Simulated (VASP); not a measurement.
Here is a VASP 6.6.1 calculation.

Contents of INCAR:

```
SYSTEM = GaAs
PREC = Accurate
ENCUT = 520
EDIFF = 1E-6
ISMEAR = 0
SIGMA = 0.01
LREAL = .False.
LASPH = .True.
NELM = 100
ALGO = Normal
ISIF = 2
LWAVE = .False.
LCHARG = .False.
GGA = PE
NBANDS = 16
```

Contents of KPOINTS:

```
Automatic mesh
0
Gamma
  4 4 4
  0 0 0
```

The input POSCAR:

```
GaAs
1.0
    0.0000000000      2.8330850953      2.8330850953
    2.8472505207      0.0000000000      2.8330850953
    2.8472505207      2.8330850953      0.0000000000
Ga As
1 1
Direct
    0.0000000000      0.0000000000      0.0000000000
    0.2500000000      0.2500000000      0.2500000000
```

Potentials or basis: VASP PAW PBE potentials, release 64 (Ga_d, As).

Run with:

```sh
$ cat potpaw_PBE.64/Ga_d/POTCAR potpaw_PBE.64/As/POTCAR > POTCAR
$ mpirun -np 1 vasp_std > vasp.out
```

(1) What does it give for the pressure?

(2) What does it give for the band gap on the k mesh?

Answers

(1) 2.8 GPa.

(2) 0.41 eV, direct.

Caveat: the k points lie up to 0.48 Å⁻¹ apart; the cell differs from its parent crystal (uniaxial x strain +0.5%).
